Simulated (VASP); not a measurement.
# LiCl (Fm-3m) in VASP: a series of runs, part 2 of 2

VASP 6.6.1. The steps go on from the part before.

**5. Single point, HSE06**

Input file POSCAR:

```
LiCl
1.0
    0.0000000000      2.5560369945      2.5560369945
    2.5560369945      0.0000000000      2.5560369945
    2.5560369945      2.5560369945      0.0000000000
Li Cl
1 1
Direct
    0.0000000000      0.0000000000      0.0000000000
    0.5000000000      0.5000000000      0.5000000000
```

Input file INCAR.step1:

```
SYSTEM = LiCl
PREC = Accurate
ENCUT = 520
EDIFF = 1E-5
ISMEAR = 0
SIGMA = 0.01
LREAL = .False.
LASPH = .True.
NELM = 100
ALGO = Normal
ISIF = 2
LWAVE = .True.
LCHARG = .False.
NBANDS = 12
GGA = PE
```

Input file INCAR.step2:

```
SYSTEM = LiCl
PREC = Accurate
ENCUT = 520
EDIFF = 1E-7
ISMEAR = 0
SIGMA = 0.01
LREAL = .False.
LASPH = .True.
NELM = 100
ALGO = Normal
ISIF = 2
LWAVE = .False.
LCHARG = .False.
GGA = PE
LHFCALC = .True.
HFSCREEN = 0.2079
PRECFOCK = Normal
NBANDS = 12
ISTART = 1
```

Input file KPOINTS:

```
regular mesh
0
Gamma
  4 4 4
  0 0 0
```

Potentials or basis: VASP PAW PBE potentials, release 64 (Li_sv, Cl).

The run is started by

```bash
$ cat potpaw_PBE.64/Li_sv/POTCAR potpaw_PBE.64/Cl/POTCAR > POTCAR
$ cp INCAR.step1 INCAR
$ mpirun -np 1 vasp_std > vasp.out
$ cp INCAR.step2 INCAR
$ mpirun -np 1 vasp_std > vasp.out
```

OUTCAR:

```text
SYSTEM = LiCl
   PREC = Accurate
   ENCUT = 520
   EDIFF = 1E-7
   ISMEAR = 0
   LREAL = .False.
   LASPH = .True.
   NELM = 100
   ISIF = 2
   GGA = PE
   LHFCALC = .True.
   HFSCREEN = 0.2079
   PRECFOCK = Normal
   ISTART = 1

 ion  position               nearest neighbor table
   1  0.000  0.000  0.000-   2 2.56   2 2.56   2 2.56   2 2.56   2 2.56   2 2.56
   2  0.500  0.500  0.500-   1 2.56   1 2.56   1 2.56   1 2.56   1 2.56   1 2.56

  LATTYP: Found a face centered cubic cell.
[... 302 lines left out ...]

  FORCE on cell =-STRESS in cart. coord.  units (eV):
  Direction    XX          YY          ZZ          XY          YZ          ZX
  --------------------------------------------------------------------------------------
  -------------------------------------------------------------------------------------
  Total        0.0152116      0.0152116      0.0152116      0.0000000     -0.0000000      0.0000000
  in kB        0.7297157      0.7297157      0.7297157      0.0000000     -0.0000000      0.0000000
  external PRESSURE =       0.7297157 kB  Pullay stress =       0.0000000 kB

 VOLUME and BASIS-vectors are now :
 -----------------------------------------------------------------------------
  energy-cutoff  :      520.00
  volume of cell :       33.40
      direct lattice vectors                 reciprocal lattice vectors
     0.000000000  2.556036994  2.556036994    -0.195615322  0.195615322  0.195615322
     2.556036994  0.000000000  2.556036994     0.195615322 -0.195615322  0.195615322
     2.556036994  2.556036994  0.000000000     0.195615322  0.195615322 -0.195615322

 POSITION                                       TOTAL-FORCE (eV/Angst)
 -----------------------------------------------------------------------------------
      0.00000      0.00000      0.00000        -0.000000     -0.000000     -0.000000
      2.55604      2.55604      2.55604         0.000000      0.000000      0.000000
 -----------------------------------------------------------------------------------
    total drift:                               -0.000001     -0.000000     -0.000000

  FREE ENERGIE OF THE ION-ELECTRON SYSTEM (eV)
  ---------------------------------------------------
  free  energy   TOTEN  =        -8.4539331742 eV

  energy  without entropy=       -8.4539331742  energy(sigma->0) =       -8.45393317
```

OUTCAR.step1:

```text
SYSTEM = LiCl
   PREC = Accurate
   ENCUT = 520
   EDIFF = 1E-5
   ISMEAR = 0
   LREAL = .False.
   LASPH = .True.
[... 323 lines left out ...]
      0.00000      0.00000      0.00000        -0.000000     -0.000000     -0.000000
      2.55604      2.55604      2.55604         0.000000      0.000000      0.000000
 -----------------------------------------------------------------------------------
    total drift:                                0.000000      0.000000      0.000000

  FREE ENERGIE OF THE ION-ELECTRON SYSTEM (eV)
  ---------------------------------------------------
  free  energy   TOTEN  =        -7.3777467591 eV

  energy  without entropy=       -7.3777467591  energy(sigma->0) =       -7.37774676
```

OSZICAR.step1:

```text
N       E                     dE             d eps       ncg     rms          rms(c)
DAV:   1     0.351920250732E+02    0.35192E+02   -0.42922E+03   192   0.772E+02
DAV:   2    -0.535999122441E+01   -0.40552E+02   -0.39221E+02   236   0.133E+02
DAV:   3    -0.739801978818E+01   -0.20380E+01   -0.20330E+01   256   0.324E+01
DAV:   4    -0.744219448858E+01   -0.44175E-01   -0.44165E-01   264   0.474E+00
DAV:   5    -0.744295580160E+01   -0.76131E-03   -0.76130E-03   264   0.553E-01    0.239E+00
DAV:   6    -0.737184516762E+01    0.71111E-01   -0.15209E-01   240   0.182E+00    0.171E+00
DAV:   7    -0.737352676364E+01   -0.16816E-02   -0.50132E-02   284   0.117E+00    0.929E-01
DAV:   8    -0.737773291848E+01   -0.42062E-02   -0.64193E-03   224   0.554E-01    0.148E-01
DAV:   9    -0.737769594716E+01    0.36971E-04   -0.20450E-04   240   0.982E-02    0.486E-02
DAV:  10    -0.737773709518E+01   -0.41148E-04   -0.10999E-04   220   0.710E-02    0.456E-02
DAV:  11    -0.737774675911E+01   -0.96639E-05   -0.10605E-05   180   0.213E-02
   1 F= -.73777468E+01 E0= -.73777468E+01  d E =0.000000E+00
```

It took 2.8 min on 1 thread of Intel Xeon 8259CL, shared host; peak memory 0.26 GiB.

What came out:

| Quantity | Value |
| --- | --- |
| Free energy | -8.4539 eV |
| Band gap on the k mesh | 7.80 eV |

Caveat: the k points lie up to 0.53 Å⁻¹ apart; the cutoff is under 1.25 times the usual one of these potentials, so pressure, stress and relaxed cells hold a basis-set (Pulay) error; the PAW data sets were made with another functional, which shifts forces and pressure a little. A k mesh can miss the band edges.

**6. The runs side by side**

```tsv
level	share of exact exchange	screening parameter	gap on the mesh (eV)
PBE-based global hybrid with 40 % exact exchange	0.4	-	9.85
PBE-based screened hybrid with 30 % exact exchange	0.3	0.5 1/Å	7.31
PBE-based screened hybrid with 35 % exact exchange	0.35	0.3 1/Å	8.02
HSE06	0.25	0.2079 1/Å	7.80
```

Alike in all rows: task single point; potentials or basis VASP PAW PBE potentials, release 64 (Li_sv, Cl); no spin polarisation; cell as given; k mesh 4 × 4 × 4; cutoff (eV) 520; smearing gaussian 0.01 eV.

Caveats: all runs use coarse meshes; the cutoff is under 1.25 times the usual one of these potentials, so pressure, stress and relaxed cells hold a basis-set (Pulay) error; the PAW data sets were made with another functional, which shifts forces and pressure a little.

Total energies depend on the potentials used, so only differences within one code and one set of settings carry meaning.
